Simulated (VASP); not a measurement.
# NaCl (Pm-3m) in VASP: single point with LDA

Aim: the single point of NaCl with LDA.

All numbers are computed with VASP 6.6.1; they aren't measurements. Logs are shortened: lines on timing, memory, paths and dates and some standing lists are left out, and cuts for length are marked.

## Step 1: The cell of the first run

The structure is cubic, space group Pm-3m (No. 221). Conventional cell: a = 2.860 Å, b = 2.860 Å, c = 2.860 Å, α = 90.00°, β = 90.00°, γ = 90.00°. Na (site symmetry m-3m) has 8 Cl at 2.48 Å and 6 Na at 2.86 Å within 3.3 Å. Cl (site symmetry m-3m) has 8 Na at 2.48 Å and 6 Cl at 2.86 Å within 3.3 Å.

## Step 2: Single point, LDA

INCAR reads:

```
SYSTEM = NaCl
ALGO = Normal
EDIFF = 1E-6
ENCUT = 520
GGA = CA
ISIF = 2
ISMEAR = 0
LASPH = .True.
LCHARG = .True.
LELF = .True.
LREAL = .False.
LVHAR = .True.
LWAVE = .False.
NBANDS = 14
NELM = 80
PREC = Accurate
SIGMA = 0.01
```

KPOINTS reads:

```
k-points
0
Gamma
  5 5 5
  0 0 0
```

POSCAR reads:

```
NaCl
1.0
    2.8600000000      0.0000000000      0.0000000000
    0.0000000000      2.8600000000      0.0000000000
    0.0000000000      0.0000000000      2.8600000000
Na Cl
1 1
Direct
    0.0000000000      0.0000000000      0.0000000000
    0.5000000000      0.5000000000      0.5000000000
```

Potentials or basis: VASP PAW LDA potentials, release 64 (Na_pv, Cl).

Started as:

```
> cat potpaw_LDA.64/Na_pv/POTCAR potpaw_LDA.64/Cl/POTCAR > POTCAR
> mpirun -np 1 vasp_std > vasp.out
```

OUTCAR:

```text
SYSTEM = NaCl
   EDIFF = 1E-6
   ENCUT = 520
   GGA = CA
   ISIF = 2
   ISMEAR = 0
   LASPH = .True.
   LREAL = .False.
   NELM = 80
   PREC = Accurate

 ion  position               nearest neighbor table
   1  0.000  0.000  0.000-   2 2.48   2 2.48   2 2.48   2 2.48   2 2.48   2 2.48   2 2.48   2 2.48

   2  0.500  0.500  0.500-   1 2.48   1 2.48   1 2.48   1 2.48   1 2.48   1 2.48   1 2.48   1 2.48

  LATTYP: Found a simple cubic cell.
 ALAT       =     2.8600000000

  Lattice vectors:

 A1 = (   2.8600000000,   0.0000000000,   0.0000000000)
 A2 = (   0.0000000000,   2.8600000000,   0.0000000000)
 A3 = (   0.0000000000,   0.0000000000,   2.8600000000)

Analysis of symmetry for initial positions (statically):
=====================================================================
 Subroutine PRICEL returns:
 Original cell was already a primitive cell.

 Routine SETGRP: Setting up the symmetry group for a
 simple cubic supercell.

 Subroutine GETGRP returns: Found 48 space group operations
 (whereof 48 operations were pure point group operations)
 out of a pool of 48 trial point group operations.

The static configuration has the point symmetry O_h .

Analysis of symmetry for dynamics (positions and initial velocities):
=====================================================================
 Subroutine PRICEL returns:
 Original cell was already a primitive cell.

 Routine SETGRP: Setting up the symmetry group for a
 simple cubic supercell.

 Subroutine GETGRP returns: Found 48 space group operations
 (whereof 48 operations were pure point group operations)
 out of a pool of 48 trial point group operations.

The dynamic configuration has the point symmetry O_h .

 Subroutine INISYM returns: Found 48 space group operations
 (whereof 48 operations are pure point group operations),
 and found     1 'primitive' translations

----------------------------------------------------------------------------------------

                                     Primitive cell

  volume of cell :      23.3937

  direct lattice vectors                    reciprocal lattice vectors
     2.860000000  0.000000000  0.000000000     0.349650350  0.000000000  0.000000000
     0.000000000  2.860000000  0.000000000     0.000000000  0.349650350  0.000000000
     0.000000000  0.000000000  2.860000000     0.000000000  0.000000000  0.349650350

  length of vectors
     2.860000000  2.860000000  2.860000000     0.349650350  0.349650350  0.349650350

  position of ions in fractional coordinates (direct lattice)
     0.000000000  0.000000000  0.000000000
     0.500000000  0.500000000  0.500000000

  ion indices of the primitive-cell ions
   primitive index   ion index
                 1           1
                 2           2

----------------------------------------------------------------------------------------

 KPOINTS: k-points

Automatic generation of k-mesh.
 Grid dimensions read from file:
 generate k-points for:    5    5    5

 Generating k-lattice:

  Cartesian coordinates                     Fractional coordinates (reciprocal lattice)
     0.069930070  0.000000000  0.000000000     0.200000000  0.000000000  0.000000000
     0.000000000  0.069930070  0.000000000     0.000000000  0.200000000  0.000000000
     0.000000000  0.000000000  0.069930070     0.000000000  0.000000000  0.200000000

  Length of vectors
     0.069930070  0.069930070  0.069930070

  Shift w.r.t. Gamma in fractional coordinates (k-lattice)
     0.000000000  0.000000000  0.000000000

 Subroutine IBZKPT returns following result:
 ===========================================

 Found     10 irreducible k-points:

 Following reciprocal coordinates:
            Coordinates               Weight
  0.000000  0.000000  0.000000      1.000000
  0.200000  0.000000  0.000000      6.000000
  0.400000  0.000000  0.000000      6.000000
  0.200000  0.200000  0.000000     12.000000
  0.400000  0.200000  0.000000     24.000000
  0.400000  0.400000  0.000000     12.000000
  0.200000  0.200000  0.200000      8.000000
  0.400000  0.200000  0.200000     24.000000
  0.400000  0.400000  0.200000     24.000000
  0.400000  0.400000  0.400000      8.000000
   k-points           NKPTS =     10   k-points in BZ     NKDIM =     10   number of bands    NBANDS=     14
   number of dos      NEDOS =    301   number of ions     NIONS =      2
   total plane-waves  NPLWV =  13824
   dimension x,y,z NGX =    24 NGY =   24 NGZ =   24
   dimension x,y,z NGXF=    48 NGYF=   48 NGZF=   48
   ions per type =               1   1
   NGX,Y,Z   is equivalent  to a cutoff of  13.95, 13.95, 13.95 a.u.
   NGXF,Y,Z  is equivalent  to a cutoff of  27.90, 27.90, 27.90 a.u.
 SYSTEM =  NaCl
   PREC   = accura    normal or accurate (medium, high low for compatibility)
   ISTART =      0    job   : 0-new  1-cont  2-samecut
   ICHARG =      2    charge: 1-file 2-atom 10-const
   ISPIN  =      1    spin polarized calculation?
   LNONCOLLINEAR =      F non collinear calculations
   LSORBIT =      F    spin-orbit coupling
   LASPH  =      T    aspherical Exc in radial PAW
   ENCUT  =  520.0 eV  38.22 Ry    6.18 a.u.   5.32  5.32  5.32*2*pi/ulx,y,z
   NELM   =     80;   NELMIN=  2; NELMDL= -5     # of ELM steps
   EDIFF  = 0.1E-05   stopping-criterion for ELM
   LREAL  =      F    real-space projection
   EDIFFG = 0.1E-04   stopping-criterion for IOM
   NSW    =      0    number of steps for IOM
   IBRION =     -1    ionic relax: 0-MD 1-quasi-New 2-CG
   NFREE  =      0    steps in history (QN), initial steepest desc. (CG)
   ISIF   =      2    stress and relaxation
   ISYM   =      2    0-nonsym 1-usesym 2-fastsym
   POTIM  = 0.5000    time-step for ionic-motion
   TEBEG  =    0.0;   TEEND  =   0.0 temperature during run
   PSTRESS=    0.0 pullay stress
   NELECT =      14.0000    total number of electrons
   NUPDOWN=      -1.0000    fix difference up-down
   EMIN   =  10.00;   EMAX   =-10.00  energy-range for DOS
   EFERMI =   0.00;   METHOD = LEGACY
   ISMEAR =     0;   SIGMA  =   0.01  broadening in eV -4-tet -1-fermi 0-gaus
   EFERMI_NEDOS =   21; number of points for ismear=-14 and -15
   IALGO  =     38    algorithm
   IMIX   =      4    mixing-type and parameters
     AMIX     =   0.40;   BMIX     =  1.00
     AMIX_MAG =   1.60;   BMIX_MAG =  1.00
  volume/ion in A,a.u.               =      11.70        78.93
  Fermi-wavevector in a.u.,A,eV,Ry     =   1.379595  2.607056 25.895713  1.903281
  Thomas-Fermi vector in A             =   2.504550
   LORBIT       =      0    0 simple, 1 ext, 2 COOP (PROOUT), +10 PAW based schemes
   GGA     = CA    functional components
   LHFCALC =     F    Hartree Fock is set to
   AEXX    =    0.0000 exact exchange contribution
   IVDW    =     0    specifies the selected vdW correction
   LEPSILON=     F    determine dielectric tensor
   LRPA    =     F    only Hartree local field effects (RPA)
 non-spin polarized calculation
 Gauss-broadening in eV      SIGMA  =   0.01
  energy-cutoff  :      520.00
  volume of cell :       23.39
 maximum number of plane-waves:       655
 NGX is ok and might be reduce to    24
   NGX = 11   NGY = 11   NGZ = 11

 number of electron      14.0000001 magnetization

 Free energy of the ion-electron system (eV)
  ---------------------------------------------------
  ext. energy  EPLUGINS =         0.00000000
  ---------------------------------------------------
  free energy    TOTEN  =        -5.51460497 eV

  energy without entropy =       -5.51460497  energy(sigma->0) =       -5.51460497

 E-fermi :   6.6522     XC(G=0): -11.8944

 val. band max:        6.4855319528   @ k =   0.4000   0.4000   0.0000
 cond. band min:      11.6325687902   @ k =   0.4000   0.4000   0.0000
 fundamental gap:      5.1470368373
 Fermi energy:         6.6522208225

 k-point     1 :       0.0000    0.0000    0.0000
  band No.  band energies     occupation
      1     -16.1028      2.00000
      2     -16.1028      2.00000
      3     -16.1028      2.00000
      4     -10.2920      2.00000
      5       5.3689      2.00000
      6       5.3689      2.00000
      7       5.3689      2.00000
      8      13.0434      0.00000
      9      13.0434      0.00000
     10      13.6596      0.00000
     11      24.4108      0.00000
     12      24.4108      0.00000
     13      24.4108      0.00000
     14      28.6551      0.00000

 k-point     2 :       0.2000    0.0000    0.0000
  band No.  band energies     occupation
      1     -16.2685      2.00000
      2     -16.0898      2.00000
      3     -16.0898      2.00000
      4      -9.7796      2.00000
      5       2.8914      2.00000
      6       5.5240      2.00000
      7       5.5240      2.00000
      8      13.6791      0.00000
      9      14.0193      0.00000
     10      16.6565      0.00000
     11      21.8818      0.00000
     12      21.8818      0.00000
     13      24.8655      0.00000
     14      25.2549      0.00000

 k-point     3 :       0.4000    0.0000    0.0000
  band No.  band energies     occupation
      1     -16.5132      2.00000
      2     -16.0686      2.00000
      3     -16.0686      2.00000
      4      -8.7909      2.00000
      5       0.0641      2.00000
      6       5.7985      2.00000
      7       5.7985      2.00000
      8      15.2981      0.00000
      9      15.2993      0.00000
     10      19.5364      0.00000
     11      19.5364      0.00000
     12      19.9542      0.00000
     13      20.8715      0.00000
     14      25.8174      0.00000
[... 86 lines left out ...]
 k-point     9 :       0.4000    0.4000    0.2000
  band No.  band energies     occupation
      1     -16.3428      2.00000
      2     -16.3211      2.00000
      3     -16.1347      2.00000
      4      -7.6853      2.00000
      5       1.5879      2.00000
      6       1.6582      2.00000
      7       4.4959      2.00000
      8      12.1537      0.00000
      9      15.8649      0.00000
     10      15.9350      0.00000
     11      20.1892      0.00000
     12      24.7507      0.00000
     13      25.3089      0.00000
     14      27.4843      0.00000

 k-point    10 :       0.4000    0.4000    0.4000
  band No.  band energies     occupation
      1     -16.2965      2.00000
      2     -16.2800      2.00000
      3     -16.2800      2.00000
      4      -7.0184      2.00000
      5       2.0028      2.00000
      6       2.0028      2.00000
      7       2.1320      2.00000
      8      12.9974      0.00000
      9      13.2645      0.00000
     10      13.2645      0.00000
     11      24.5871      0.00000
     12      26.1481      0.00000
     13      26.1481      0.00000
     14      27.1434      0.00000

------------------------ aborting loop because EDIFF is reached ----------------------------------------

  FORCE on cell =-STRESS in cart. coord.  units (eV):
  Direction    XX          YY          ZZ          XY          YZ          ZX
  --------------------------------------------------------------------------------------
  -------------------------------------------------------------------------------------
  Total        8.0019493      8.0019493      8.0019493      0.0000000     -0.0000000      0.0000000
  in kB      548.0349782    548.0349782    548.0349782      0.0000000     -0.0000000      0.0000000
  external PRESSURE =     548.0349782 kB  Pullay stress =       0.0000000 kB

 VOLUME and BASIS-vectors are now :
 -----------------------------------------------------------------------------
  energy-cutoff  :      520.00
  volume of cell :       23.39
      direct lattice vectors                 reciprocal lattice vectors
     2.860000000  0.000000000  0.000000000     0.349650350  0.000000000  0.000000000
     0.000000000  2.860000000  0.000000000     0.000000000  0.349650350  0.000000000
     0.000000000  0.000000000  2.860000000     0.000000000  0.000000000  0.349650350

 POSITION                                       TOTAL-FORCE (eV/Angst)
 -----------------------------------------------------------------------------------
      0.00000      0.00000      0.00000         0.000000      0.000000      0.000000
      1.43000      1.43000      1.43000         0.000000      0.000000      0.000000
 -----------------------------------------------------------------------------------
    total drift:                                0.000000     -0.000000     -0.000000

  FREE ENERGIE OF THE ION-ELECTRON SYSTEM (eV)
  ---------------------------------------------------
  free  energy   TOTEN  =        -5.5146049684 eV

  energy  without entropy=       -5.5146049684  energy(sigma->0) =       -5.51460497
```

Run time: 2 s. Hardware: 1 thread of Intel Xeon Platinum 8559C (Emerald Rapids), shared host; peak memory 0.12 GiB.

Results:

```yaml
Free_energy: -5.5146 eV
Pressure: 54.8 GPa
Band_gap_on_the_k_mesh: 5.15 eV, direct
```

Levels at points of the mesh, in eV from the valence-band top:
```
           k point  band 5  band 6  band 7  band 8  band 9  band 10
(0.00, 0.00, 0.00)   -1.12   -1.12   -1.12    6.56    6.56     7.17
```

Caveat: the k points lie up to 0.44 Å⁻¹ apart. A k mesh can miss the band edges.
